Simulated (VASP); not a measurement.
# TiAl (Amm2) in VASP: a series of runs

The runs below take TiAl through single point, with PBEsol.

Everything below comes from runs of VASP 6.6.1. Logs are shortened: lines on timing, memory, paths and dates and some standing lists are left out, and cuts for length are marked.

## 1. The cell of the first run

Symmetry: Amm2, No. 38, orthorhombic system. Conventional cell: a = 4.678 Å, b = 2.810 Å, c = 4.966 Å, α = 90.00°, β = 90.00°, γ = 90.00°. Ti (site symmetry mm2) has 6 Ti at 2.81 to 2.85 Å and 6 Al at 2.85 to 2.87 Å within 3.7 Å. Al (site symmetry mm2) has 6 Al at 2.81 to 2.85 Å and 6 Ti at 2.85 to 2.87 Å within 3.7 Å.

## 2. Single point, PBEsol (strain -0.0200 x Voigt [1, 0, 0, 0, 0, 0])

Contents of INCAR:

```
PREC     = Accurate       # precision mode
ENCUT    = 520            # plane-wave cutoff, eV
EDIFF    = 1E-6           # SCF threshold, eV
ISMEAR   = 0              # smearing method
SIGMA    = 0.15           # smearing width, eV
LREAL    = F              # projectors in reciprocal space
LASPH    = T              # aspherical terms in the spheres
NELM     = 60             # most SCF steps
ALGO     = Fast           # electronic algorithm
ISIF     = 2              # what is computed and relaxed
LWAVE    = F              # write WAVECAR
LCHARG   = F              # write CHGCAR
GGA      = PS             # functional
NBANDS   = 14             # bands
```

Contents of KPOINTS:

```
regular mesh
0
Gamma
  18 18 10
```

Contents of POSCAR:

```
TiAl
1.0
    2.8099169880      0.0000000000      0.0000000000
   -1.4049584940      2.4831219328      0.0000000000
    0.0000000000      0.0000000000      4.6780830000
Ti Al
1 1
Direct
    0.0000000000      0.0000000000      0.0000000000
    0.3333333333      0.6666666667      0.5000000000
```

Potentials or basis: VASP PAW PBE potentials, release 64 (Ti_sv, Al).

Started as:

```
cat potpaw_PBE.64/Ti_sv/POTCAR potpaw_PBE.64/Al/POTCAR > POTCAR
mpirun -np 1 vasp_std > vasp.out
```

OUTCAR:

```text
PREC = Accurate
   ENCUT = 520
   EDIFF = 1E-6
   ISMEAR = 0
   LREAL = F
   LASPH = T
   NELM = 60
   ISIF = 2
   GGA = PS

 ion  position               nearest neighbor table
   1  0.000  0.000  0.000-   2 2.85   2 2.85   2 2.85   2 2.85   2 2.87   2 2.87
   2  0.333  0.667  0.500-   1 2.85   1 2.85   1 2.85   1 2.85   1 2.87   1 2.87

  LATTYP: Found a base centered orthorhombic cell.
 ALAT       =     2.8099169880
 B/A-ratio  =     1.7673987832
 C/A-ratio  =     1.6648474030

  Lattice vectors:

 A1 = (   1.4049584940,  -2.4831219328,   0.0000000000)
 A2 = (   1.4049584940,   2.4831219328,   0.0000000000)
 A3 = (   0.0000000000,   0.0000000000,   4.6780830000)

Analysis of symmetry for initial positions (statically):
=====================================================================
 Subroutine PRICEL returns:
 Original cell was already a primitive cell.

 Routine SETGRP: Setting up the symmetry group for a
 base centered orthorhombic supercell.

 Subroutine GETGRP returns: Found  4 space group operations
 (whereof  4 operations were pure point group operations)
 out of a pool of  8 trial point group operations.

The static configuration has the point symmetry C_2v.

Analysis of symmetry for dynamics (positions and initial velocities):
=====================================================================
 Subroutine PRICEL returns:
 Original cell was already a primitive cell.

 Routine SETGRP: Setting up the symmetry group for a
 base centered orthorhombic supercell.

 Subroutine GETGRP returns: Found  4 space group operations
 (whereof  4 operations were pure point group operations)
 out of a pool of  8 trial point group operations.

The dynamic configuration has the point symmetry C_2v.

 Subroutine INISYM returns: Found  4 space group operations
 (whereof  4 operations are pure point group operations),
 and found     1 'primitive' translations

----------------------------------------------------------------------------------------

                                     Primitive cell

  volume of cell :      32.6407

  direct lattice vectors                    reciprocal lattice vectors
     2.809916988  0.000000000  0.000000000     0.355882399  0.201359423  0.000000000
    -1.404958494  2.483121933  0.000000000     0.000000000  0.402718846  0.000000000
     0.000000000  0.000000000  4.678083000     0.000000000  0.000000000  0.213762774

  length of vectors
     2.809916988  2.853033982  4.678083000     0.408898398  0.402718846  0.213762774
[... 80 lines left out ...]
   NELM   =     60;   NELMIN=  2; NELMDL= -5     # of ELM steps
   EDIFF  = 0.1E-05   stopping-criterion for ELM
   LREAL  =      F    real-space projection
[... 7 lines left out ...]
   TEBEG  =    0.0;   TEEND  =   0.0 temperature during run
   PSTRESS=    0.0 pullay stress
   NELECT =      15.0000    total number of electrons
   NUPDOWN=      -1.0000    fix difference up-down
   EMIN   =  10.00;   EMAX   =-10.00  energy-range for DOS
   EFERMI =   0.00;   METHOD = LEGACY
   ISMEAR =     0;   SIGMA  =   0.15  broadening in eV -4-tet -1-fermi 0-gaus
   EFERMI_NEDOS =   21; number of points for ismear=-14 and -15
   IALGO  =     68    algorithm
   IMIX   =      4    mixing-type and parameters
     AMIX     =   0.40;   BMIX     =  1.00
     AMIX_MAG =   1.60;   BMIX_MAG =  1.00
  volume/ion in A,a.u.               =      16.32       110.14
  Fermi-wavevector in a.u.,A,eV,Ry     =   1.263336  2.387358 21.715130  1.596017
  Thomas-Fermi vector in A             =   2.396698
   LORBIT       =      0    0 simple, 1 ext, 2 COOP (PROOUT), +10 PAW based schemes
   GGA     = PS    functional components
   LHFCALC =     F    Hartree Fock is set to
   AEXX    =    0.0000 exact exchange contribution
   IVDW    =     0    specifies the selected vdW correction
   LEPSILON=     F    determine dielectric tensor
   LRPA    =     F    only Hartree local field effects (RPA)
 non-spin polarized calculation
 RMM-DIIS sequential band-by-band and
 Gauss-broadening in eV      SIGMA  =   0.15
  energy-cutoff  :      520.00
  volume of cell :       32.64
 maximum number of plane-waves:       900
 NGX is ok and might be reduce to    24
   NGX = 11   NGY = 11   NGZ = 17

 number of electron      15.0000001 magnetization

 Free energy of the ion-electron system (eV)
  ---------------------------------------------------
  ext. energy  EPLUGINS =         0.00000000
  ---------------------------------------------------
  free energy    TOTEN  =       -12.94240145 eV

  energy without entropy =      -12.91565818  energy(sigma->0) =      -12.92902982

 E-fermi :   7.9952     XC(G=0): -11.1183

 val. band max:        7.9940827198   @ k =   0.3333   0.3333   0.3000
 cond. band min:       7.9987637276   @ k =   0.1111   0.2222   0.1000
 fundamental gap:      0.0046810078
 Fermi energy:         7.9952126646

 k-point     1 :       0.0000    0.0000    0.0000
  band No.  band energies     occupation
      1     -48.2545      2.00000
      2     -24.6823      2.00000
      3     -24.2338      2.00000
      4     -24.2099      2.00000
      5      -1.0528      2.00000
      6       5.6207      2.00000
      7       6.0719      2.00000
      8       9.1672      0.00000
      9       9.4349      0.00000
     10      10.8156      0.00000
     11      10.8817      0.00000
     12      11.8620      0.00000
     13      20.8254      0.00000
     14      21.4021      0.00000
[... 377 lines left out ...]
      1     -48.1961      2.00000
      2     -24.6258      2.00000
      3     -24.5578      2.00000
      4     -24.3113      2.00000
      5       0.5761      2.00000
      6       6.2613      2.00000
      7       6.9863      2.00000
      8       8.3075      0.00323
      9      10.3982      0.00000
     10      10.4862      0.00000
     11      11.2966      0.00000
     12      12.1410      0.00000
     13      13.8859      0.00000
     14      16.6898      0.00000

 [... further k-points ...]
[... 5 lines left out ...]
  --------------------------------------------------------------------------------------
  -------------------------------------------------------------------------------------
  Total        0.1795794     -0.1865039     -0.5175614      0.0000000      0.0000000      0.0000000
  in kB        8.8147018     -9.1545907    -25.4046363      0.0000000      0.0000000      0.0000000
  external PRESSURE =      -8.5815084 kB  Pullay stress =       0.0000000 kB

 VOLUME and BASIS-vectors are now :
 -----------------------------------------------------------------------------
  energy-cutoff  :      520.00
  volume of cell :       32.64
      direct lattice vectors                 reciprocal lattice vectors
     2.809916988  0.000000000  0.000000000     0.355882399  0.201359423  0.000000000
    -1.404958494  2.483121933  0.000000000     0.000000000  0.402718846  0.000000000
     0.000000000  0.000000000  4.678083000     0.000000000  0.000000000  0.213762774

 POSITION                                       TOTAL-FORCE (eV/Angst)
 -----------------------------------------------------------------------------------
      0.00000      0.00000      0.00000         0.000000      0.060176      0.000000
     -0.00000      1.65541      2.33904         0.000000     -0.060176      0.000000
 -----------------------------------------------------------------------------------
    total drift:                                0.000000      0.000055      0.000000

  FREE ENERGIE OF THE ION-ELECTRON SYSTEM (eV)
  ---------------------------------------------------
  free  energy   TOTEN  =       -12.9424014523 eV

  energy  without entropy=      -12.9156581838  energy(sigma->0) =      -12.92902982
```

OSZICAR:

```text
N       E                     dE             d eps       ncg     rms          rms(c)
DAV:   1     0.987864647627E+02    0.98786E+02   -0.71085E+03 15312   0.108E+03
DAV:   2    -0.865651372029E+01   -0.10744E+03   -0.10323E+03 15864   0.299E+02
DAV:   3    -0.143480841019E+02   -0.56916E+01   -0.55634E+01 23278   0.659E+01
[... 20 lines left out ...]
RMM:  24    -0.129423956642E+02   -0.34333E-05   -0.36145E-05 17388   0.232E-02    0.100E-02
RMM:  25    -0.129423977378E+02   -0.20736E-05   -0.21707E-05 17796   0.185E-02    0.858E-03
RMM:  26    -0.129423993926E+02   -0.16548E-05   -0.18072E-05 18230   0.162E-02    0.719E-03
RMM:  27    -0.129424004793E+02   -0.10867E-05   -0.10917E-05 17977   0.176E-02    0.207E-03
RMM:  28    -0.129424014523E+02   -0.97295E-06   -0.96067E-06 16556   0.142E-02
   1 F= -.12942401E+02 E0= -.12929030E+02  d E =-.267433E-01
```

stdout:

```text
POSCAR found type information on POSCAR TiAl
 POSCAR found :  2 types and       2 ions
 scaLAPACK will be used
 -----------------------------------------------------------------------------
|                                                                             |
|                                                                             |
|     You enforced a specific xc type in the INCAR file but a different       |
|     I HOPE YOU KNOW WHAT YOU ARE DOING!                                     |
|                                                                             |
 -----------------------------------------------------------------------------

 LDA part: xc-table for (Slater+PW92), standard interpolation
 POSCAR, INCAR and KPOINTS ok, starting setup
 FFT: planning ... GRIDC
 FFT: planning ... GRID_SOFT
 FFT: planning ... GRID
 WAVECAR not read
 entering main loop
WARNING in EDDRMM: call to ZHEGV failed, returncode =   8  4      3
WARNING in EDDRMM: call to ZHEGV failed, returncode =   6  3      5
WARNING in EDDRMM: call to ZHEGV failed, returncode =   6  3      4
WARNING in EDDRMM: call to ZHEGV failed, returncode =   8  4      5
WARNING in EDDRMM: call to ZHEGV failed, returncode =   6  3      9
WARNING in EDDRMM: call to ZHEGV failed, returncode =   8  4      2
WARNING in EDDRMM: call to ZHEGV failed, returncode =   6  3     12
WARNING in EDDRMM: call to ZHEGV failed, returncode =   6  3     11
WARNING in EDDRMM: call to ZHEGV failed, returncode =   6  3     12
WARNING in EDDRMM: call to ZHEGV failed, returncode =   8  4     14
```

It took 13 min on 1 thread of Intel Xeon 8259CL, shared host; peak memory 0.37 GiB.

What came out:

* Free energy: -12.9424 eV
* Pressure: -0.9 GPa
* Largest force: 0.060 eV/Å
* Band gap on the k mesh: zero (an odd number of electrons rules out a gap without spin polarisation)

Forces on the atoms (eV/Å):
```
Ti   0.000  0.060  0.000
Al   0.000 -0.060  0.000
```

Caveat: the cell differs from its parent crystal (strain -0.0200 x Voigt [1, 0, 0, 0, 0, 0]); the PAW data sets were made with another functional, which shifts forces and pressure a little.

## 3. Single point, PBEsol (strain -0.0150 x Voigt [1, 0, 0, 0, 0, 0])

Contents of INCAR:

```
ALGO = Fast
EDIFF = 1E-6
ENCUT = 520
GGA = PS
ISIF = 2
ISMEAR = 0
LASPH = T
LCHARG = F
LREAL = F
LWAVE = F
NBANDS = 14
NELM = 80
PREC = Accurate
SIGMA = 0.15
```

Contents of KPOINTS:

```
k-points
0
Gamma
  18 18 10
```

Contents of POSCAR:

```
TiAl
1.0
    2.8242532992      0.0000000000      0.0000000000
   -1.4121266496      2.4831219328      0.0000000000
    0.0000000000      0.0000000000      4.6780830000
Ti Al
1 1
Direct
    0.0000000000      0.0000000000      0.0000000000
    0.3333333333      0.6666666667      0.5000000000
```

Potentials or basis: VASP PAW PBE potentials, release 64 (Ti_sv, Al).

Started as:

```
cat potpaw_PBE.64/Ti_sv/POTCAR potpaw_PBE.64/Al/POTCAR > POTCAR
mpirun -np 1 vasp_std > vasp.out
```

Run time: 14 min. Hardware: 1 thread of Intel Xeon 8259CL, shared host; peak memory 0.37 GiB.

Results (log left out):

```
Free energy            : -12.9429 eV
Pressure               : -1.4 GPa
Largest force          : 0.045 eV/Å
Band gap on the k mesh : zero (an odd number of electrons rules out a gap without spin polarisation)
```

Forces in eV/Å, atoms in the order of the input:
```
Ti   0.000  0.045  0.000
Al   0.000 -0.045  0.000
```

Stress tensor (GPa, compression positive):
```
 0.04  0.00  0.00
 0.00 -1.28  0.00
 0.00  0.00 -2.82
```

Levels at points of the mesh, in eV from the Fermi level:
```csv
k point,band 6,band 7,band 8,band 9,band 10,band 11
"(0.00, 0.00, 0.00)",-2.36,-1.90,1.20,1.40,2.81,2.85
"(0.50, 0.00, 0.00)",-2.75,-1.57,-1.02,2.11,4.05,4.14
"(0.00, 0.50, 0.00)",-2.90,-1.60,-1.04,2.21,4.04,4.07
"(0.00, 0.00, 0.50)",-5.33,-0.49,1.21,1.41,2.73,2.78
"(0.50, 0.00, 0.50)",-2.39,-1.86,0.62,0.97,1.91,2.94
"(0.00, 0.50, 0.50)",-2.50,-1.86,0.48,0.91,2.03,2.88
```

Caveat: the cell differs from its parent crystal (strain -0.0150 x Voigt [1, 0, 0, 0, 0, 0]); the PAW data sets were made with another functional, which shifts forces and pressure a little.
